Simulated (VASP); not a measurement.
Here is a VASP 6.6.1 calculation.

Contents of INCAR:

```
PREC = Accurate ; ENCUT = 600
EDIFF = 1E-6 ; ISMEAR = -1
SIGMA = 0.15 ; LREAL = False
LASPH = True ; NELM = 100
ALGO = Normal ; ISIF = 3
LWAVE = False ; LCHARG = False
GGA = CA ; IBRION = 2
NSW = 80 ; EDIFFG = -0.001
```

File KPOINTS:

```
Automatic mesh
0
Gamma
  12 12 4
```

Contents of POSCAR:

```
Re2C
1.0
    2.8215132613      0.0000000000      0.0000000000
   -1.4107566307      2.4435021614      0.0000000000
    0.0000000000      0.0000000000      9.7728894468
Re C
4 2
Direct
    0.3333333333      0.6666666667      0.6083563823
    0.6666666667      0.3333333333      0.1083563823
    0.6666666667      0.3333333333      0.3916436177
    0.3333333333      0.6666666667      0.8916436177
    0.3333333333      0.6666666667      0.2500000000
    0.6666666667      0.3333333333      0.7500000000
```

Potentials or basis: VASP PAW LDA potentials, release 64 (Re, C).

Run with:

```sh
$ cat potpaw_LDA.64/Re/POTCAR potpaw_LDA.64/C/POTCAR > POTCAR
$ mpirun -np 1 vasp_std > vasp.out
```

Problem. Predict the relaxed cell.

Solution. a = 2.829 Å, b = 2.829 Å, c = 9.797 Å, α = 90.00°, β = 90.00°, γ = 120.00°.

Problem. Estimate the space group after relaxing (to 0.05 Å).

Solution. P6_3/mmc (No. 194).

Problem. Estimate the band gap on the k mesh.

Solution. Zero (band 18 reaches 10.94 eV, above the bottom of band 19 at 7.59 eV).

Problem. What does it give for the relaxed volume?

Solution. 11.32 Å³/atom.

The path:
| step | energy change (eV) | largest force (eV/Å) | pressure (GPa) | volume (Å³) |
| --- | --- | --- | --- | --- |
| 1 | 0.0000 | 0.1405 | 3.63 | 67.38 |
| 2 | 0.0779 | 0.3462 | -12.49 | 69.89 |
| 3 | -0.0064 | 0.0227 | -0.09 | 67.91 |
| 4 | -0.0064 | 0.0253 | -0.05 | 67.90 |
| 5 | -0.0064 | 0.0276 | 0.04 | 67.89 |
| 6 | -0.0064 | 0.0255 | 0.14 | 67.88 |
| 7 | -0.0064 | 0.0004 | 0.10 | 67.88 |
| 8 | -0.0064 | 0.0082 | -0.24 | 67.94 |
| 9 | -0.0064 | 0.0020 | -0.01 | 67.90 |
| 10 | -0.0064 | 0.0008 | 0.02 | 67.90 |
| 11 | -0.0064 | 0.0026 | 0.00 | 67.90 |
| 12 | -0.0064 | 0.0020 | 0.01 | 67.90 |
| 13 | -0.0064 | 0.0019 | 0.01 | 67.90 |
| 14 | -0.0064 | 0.0002 | 0.00 | 67.90 |

Caveat: spin-orbit coupling is left out, which moves the levels of the heavy elements.
